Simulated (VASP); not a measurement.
# Ba2Tl5V3O12 (R-3m) in VASP: single point with PBE+U

Aim: the single point of Ba2Tl5V3O12 with PBE+U.

Everything below comes from runs of VASP 6.6.1. Logs are shortened: lines on timing, memory, paths and dates and some standing lists are left out, and cuts for length are marked.

## Step 1: The cell of the first run

It takes space group R-3m (No. 166, trigonal). Conventional cell: a = 8.474 Å, b = 8.474 Å, c = 18.385 Å, α = 90.00°, β = 90.00°, γ = 120.00°. Ba (site symmetry -3m) has 12 O at 3.23 Å and 6 V at 3.92 Å within 4.2 Å. Within 4.2 Å of Ba (site symmetry -3m) lie 12 O at 3.22 Å and 6 Tl at 3.92 Å. Within 2.4 Å of V (site symmetry 2/m) lie 4 O at 1.82 Å. Within 3.1 Å of Tl (site symmetry 2/m) lie 4 O at 2.36 Å and 2 Tl at 2.98 Å. Within 3.7 Å of Tl (site symmetry 3m) lie 3 V at 2.80 Å and 6 O at 2.84 Å and 3 Tl at 2.98 Å. Within 2.4 Å of O (site symmetry 1) lie 1 V at 1.82 Å and 1 Tl at 2.36 Å.

## Step 2: Single point, PBE+U, collinear spin, ferromagnetic start

Input file INCAR:

```
  PREC = Accurate
  ENCUT = 600
  EDIFF = 1E-6
  ISMEAR = -1
  SIGMA = 0.05
  LREAL = False
  LASPH = True
  NELM = 200
  ALGO = Normal
  ISIF = 2
  LWAVE = False
  LCHARG = False
  ISPIN = 2
  MAGMOM = 0 0 2 2 2 0 0 0 0 0 0 0 0 0 0 0 0 0 0 0 0 0
  LORBIT = 11
  LMAXMIX = 4
  LDAU = True
  LDAUTYPE = 2
  LDAUL = -1 2 -1 -1
  LDAUU = 0 6 0 0
  LDAUJ = 0 0 0 0
  LDAUPRINT = 1
  GGA = PE
  NBANDS = 119
  GGA_COMPAT = False
  KPAR = 4
```

Input file KPOINTS:

```
Automatic mesh
0
Gamma
  4 4 4
```

Input file POSCAR:

```
Ba2Tl5V3O12
1.0
    4.2369800000      2.4462200000      6.1284000000
   -4.2369800000      2.4462200000      6.1284000000
    0.0000000000     -4.8924400000      6.1284000000
Ba V Tl O
2 3 5 12
Direct
    0.5000000000      0.5000000000      0.5000000000
    0.0000000000      0.0000000000      0.0000000000
    0.5000000000      0.5000000000      0.0000000000
    0.0000000000      0.5000000000      0.5000000000
    0.5000000000      0.0000000000      0.5000000000
    0.0000000000      0.0000000000      0.5000000000
    0.5000000000      0.0000000000      0.0000000000
    0.0000000000      0.5000000000      0.0000000000
    0.7404500000      0.7404500000      0.7404500000
    0.2595500000      0.2595500000      0.2595500000
    0.7165200000      0.0808900000      0.4124200000
    0.4124200000      0.7165200000      0.0808900000
    0.0808900000      0.4124200000      0.7165200000
    0.5875700000      0.9191100000      0.2834800000
    0.9191100000      0.2834800000      0.5875700000
    0.2834800000      0.5875700000      0.9191100000
    0.2834800000      0.9191100000      0.5875700000
    0.5875700000      0.2834800000      0.9191100000
    0.9191100000      0.5875700000      0.2834800000
    0.4124200000      0.0808900000      0.7165200000
    0.0808900000      0.7165200000      0.4124200000
    0.7165200000      0.4124200000      0.0808900000
```

Potentials or basis: VASP PAW PBE potentials, release 64 (Ba_sv, V_sv, Tl_d, O).

Command:

```console
$ cat potpaw_PBE.64/Ba_sv/POTCAR potpaw_PBE.64/V_sv/POTCAR potpaw_PBE.64/Tl_d/POTCAR potpaw_PBE.64/O/POTCAR > POTCAR
$ mpirun -np 4 vasp_std > vasp.out
```

OUTCAR:

```text
PREC = Accurate
   ENCUT = 600
   EDIFF = 1E-6
   ISMEAR = -1
   LREAL = False
   LASPH = True
   NELM = 200
   ISIF = 2
   ISPIN = 2
   LORBIT = 11
   GGA = PE

 ion  position               nearest neighbor table
   1  0.500  0.500  0.500-  16 3.23  18 3.23  14 3.23  19 3.23  15 3.23  17 3.23  12 3.23  22 3.23
                            20 3.23  13 3.23  21 3.23  11 3.23   7 4.24   8 4.24   7 4.24   8 4.24
   2  0.000  0.000  0.000-  13 3.22  20 3.22  11 3.22  21 3.22  12 3.22  22 3.22  19 3.22  14 3.22
                            15 3.22  17 3.22  16 3.22  18 3.22   6 3.92   6 3.92   8 3.92   7 3.92
   3  0.500  0.500  0.000-  12 1.82  22 1.82  18 1.82  16 1.82   9 2.80  10 2.80
   4  0.000  0.500  0.500-  21 1.82  13 1.82  15 1.82  19 1.82   9 2.80  10 2.80
   5  0.500  0.000  0.500-  11 1.82  20 1.82  17 1.82  14 1.82   9 2.80  10 2.80
   6  0.000  0.000  0.500-  15 2.36  17 2.36  11 2.36  21 2.36   9 2.98  10 2.98   2 3.92   2 3.92
                             1 4.24   1 4.24
   7  0.500  0.000  0.000-  14 2.36  18 2.36  20 2.36  12 2.36   9 2.98  10 2.98   2 3.92   2 3.92
                             1 4.24   1 4.24
   8  0.000  0.500  0.000-  19 2.36  16 2.36  13 2.36  22 2.36   9 2.98  10 2.98   2 3.92   2 3.92
                             1 4.24   1 4.24
   9  0.740  0.740  0.740-   3 2.80   4 2.80   5 2.80  12 2.84  22 2.84  21 2.84  11 2.84  13 2.84
                            20 2.84   6 2.98   7 2.98   8 2.98   1 4.42
  10  0.260  0.260  0.260-   3 2.80   4 2.80   5 2.80  16 2.84  18 2.84  17 2.84  15 2.84  14 2.84
                            19 2.84   6 2.98   7 2.98   8 2.98   1 4.42
  11  0.717  0.081  0.412-   5 1.82   6 2.36   9 2.84   2 3.22   1 3.23
  12  0.412  0.717  0.081-   3 1.82   7 2.36   9 2.84   2 3.22   1 3.23
  13  0.081  0.412  0.717-   4 1.82   8 2.36   9 2.84   2 3.22   1 3.23
  14  0.588  0.919  0.283-   5 1.82   7 2.36  10 2.84   2 3.22   1 3.23
  15  0.919  0.283  0.588-   4 1.82   6 2.36  10 2.84   2 3.22   1 3.23
  16  0.283  0.588  0.919-   3 1.82   8 2.36  10 2.84   2 3.22   1 3.23
  17  0.283  0.919  0.588-   5 1.82   6 2.36  10 2.84   2 3.22   1 3.23
  18  0.588  0.283  0.919-   3 1.82   7 2.36  10 2.84   2 3.22   1 3.23
  19  0.919  0.588  0.283-   4 1.82   8 2.36  10 2.84   2 3.22   1 3.23
  20  0.412  0.081  0.717-   5 1.82   7 2.36   9 2.84   2 3.22   1 3.23
  21  0.081  0.717  0.412-   4 1.82   6 2.36   9 2.84   2 3.22   1 3.23
  22  0.717  0.412  0.081-   3 1.82   8 2.36   9 2.84   2 3.22   1 3.23

  LATTYP: Found a trigonal (rhomboedric) cell.
 ALAT       =     7.8417650034
 COS(alpha) =     0.4161313237

  Lattice vectors:

 A1 = (   4.2369800000,   2.4462200000,   6.1284000000)
 A2 = (  -4.2369800000,   2.4462200000,   6.1284000000)
 A3 = (   0.0000000000,  -4.8924400000,   6.1284000000)

Analysis of symmetry for initial positions (statically):
=====================================================================
 Subroutine PRICEL returns:
 Original cell was already a primitive cell.
[... 316 lines left out ...]

 E-fermi :   3.9692     XC(G=0):  -9.9753

 val. band max:        3.9346933781   @ k =   0.2500   0.0000  -0.0000
 cond. band min:       3.9693970957   @ k =  -0.2500   0.2500   0.0000
 fundamental gap:      0.0347037176
 Fermi energy:         3.9692204639

 spin component 1

 k-point     1 :       0.0000    0.0000    0.0000
  band No.  band energies     occupation
      1     -61.4940      1.00000
      2     -61.4939      1.00000
      3     -61.4939      1.00000
      4     -35.4951      1.00000
      5     -35.4946      1.00000
      6     -35.4946      1.00000
[... 1458 lines left out ...]
    109       6.7414      0.00000
    110       6.9744      0.00000
 Fermi energy:         3.9692204639

 spin component 2

 k-point     1 :       0.0000    0.0000    0.0000
  band No.  band energies     occupation
      1     -62.2610      1.00000
      2     -62.2609      1.00000
      3     -62.2609      1.00000
      4     -36.1546      1.00000
      5     -36.1522      1.00000
      6     -36.1522      1.00000
[... 1458 lines left out ...]
    109       6.1962      0.00000
    110       6.4173      0.00000
 [bands above 110 left out]

------------------------ aborting loop because EDIFF is reached ----------------------------------------

  FORCE on cell =-STRESS in cart. coord.  units (eV):
  Direction    XX          YY          ZZ          XY          YZ          ZX
  --------------------------------------------------------------------------------------
  -------------------------------------------------------------------------------------
  Total        6.2323495      6.2323416     10.0032902      0.0000000      0.0000000      0.0000000
  in kB       26.2006520     26.2006190     42.0535991      0.0000000      0.0000000      0.0000000
  external PRESSURE =      31.4849567 kB  Pullay stress =       0.0000000 kB

 VOLUME and BASIS-vectors are now :
 -----------------------------------------------------------------------------
  energy-cutoff  :      600.00
  volume of cell :      381.11
      direct lattice vectors                 reciprocal lattice vectors
     4.236980000  2.446220000  6.128400000     0.118008582  0.068132329  0.054391576
    -4.236980000  2.446220000  6.128400000    -0.118008582  0.068132329  0.054391576
     0.000000000 -4.892440000  6.128400000     0.000000000 -0.136264659  0.054391576

 POSITION                                       TOTAL-FORCE (eV/Angst)
 -----------------------------------------------------------------------------------
      0.00000      0.00000      9.19260         0.000000      0.000000      0.000044
      0.00000      0.00000      0.00000         0.000000      0.000000      0.000013
      0.00000      2.44622      6.12840         0.000000     -0.000070     -0.000178
     -2.11849     -1.22311      6.12840         0.000061      0.000035     -0.000178
      2.11849     -1.22311      6.12840        -0.000061      0.000035     -0.000178
      0.00000     -2.44622      3.06420         0.000000      0.000004     -0.000066
[... 14 lines left out ...]
     -2.69315     -0.06710      7.41432        -0.418816      0.533135      0.726585
      1.28847      2.36589      7.41432         0.671117      0.096137      0.726585
 -----------------------------------------------------------------------------------
    total drift:                               -0.000000      0.000000     -0.000019

  FREE ENERGIE OF THE ION-ELECTRON SYSTEM (eV)
  ---------------------------------------------------
  free  energy   TOTEN  =      -112.6873028263 eV

  energy  without entropy=     -112.6473225541  energy(sigma->0) =     -112.66731269

 total charge

# of ion       s       p       d       tot
------------------------------------------
    1        1.986   5.618   0.137   7.741
    2        1.986   5.617   0.139   7.742
    3        2.337   6.392   2.856  11.585
    4        2.337   6.392   2.856  11.585
    5        2.337   6.392   2.856  11.585
    6        0.982   0.393   9.748  11.123
[... 14 lines left out ...]
   21        1.581   3.369   0.000   4.950
   22        1.581   3.369   0.000   4.950
--------------------------------------------------
tot         35.214  72.950  57.441 165.605

 magnetization (x)

# of ion       s       p       d       tot
------------------------------------------
    1        0.000   0.000   0.001   0.001
    2        0.000   0.002   0.003   0.004
    3       -0.041  -0.006  -0.741  -0.789
    4       -0.041  -0.006  -0.741  -0.789
    5       -0.041  -0.006  -0.741  -0.789
    6        0.002   0.009   0.004   0.015
[... 14 lines left out ...]
   21        0.001   0.060   0.000   0.061
   22        0.001   0.060   0.000   0.061
--------------------------------------------------
tot         -0.070   0.751  -2.234  -1.553
```

It took 12 min on 4 MPI ranks of AMD EPYC 9R45 (Zen 5), shared host; peak memory 1.5 GiB.

What came out:

```
Free energy                                           : -112.6873 eV
Pressure                                              : 3.1 GPa
Largest force                                         : 0.994 eV/Å
Net moment                                            : -1.50 μB per cell
Site moments                                          : Ba +0.00; V -0.79; Tl +0.01; O +0.06 μB
Valence electrons inside the program's atomic spheres : Ba 7.74; V 11.59; Tl 11.12, 11.30; O 4.95
```

Forces in eV/Å, atoms in the order of the input:
```
Ba   0.000  0.000  0.000
Ba   0.000  0.000  0.000
V    0.000  0.000  0.000
V    0.000  0.000  0.000
V    0.000  0.000  0.000
Tl   0.000  0.000  0.000
Tl   0.000  0.000  0.000
Tl   0.000  0.000  0.000
Tl   0.000  0.000  0.413
Tl   0.000  0.000 -0.413
O    0.419  0.533  0.727
O   -0.671  0.096  0.727
O    0.252 -0.629  0.727
O    0.253  0.629 -0.726
O    0.419 -0.533 -0.726
O   -0.671 -0.096 -0.726
O   -0.419 -0.533 -0.726
O    0.671 -0.096 -0.726
O   -0.253  0.629 -0.726
O   -0.252 -0.629  0.727
O   -0.419  0.533  0.727
O    0.671  0.096  0.727
```

Eigenvalues of the final occupation matrices:
```csv
site,spin,trace,eigenvalues
site 3 d,1,1.07,0.14 0.15 0.16 0.20 0.42
site 3 d,2,1.82,0.19 0.19 0.21 0.46 0.77
site 4 d,1,1.07,0.14 0.15 0.16 0.20 0.42
site 4 d,2,1.82,0.19 0.19 0.21 0.46 0.77
site 5 d,1,1.07,0.14 0.15 0.16 0.20 0.42
site 5 d,2,1.82,0.19 0.19 0.21 0.46 0.77
```

Caveat: spin-orbit coupling is left out, which moves the levels of the heavy elements. The state reached can hang on the start; a lower one may exist.
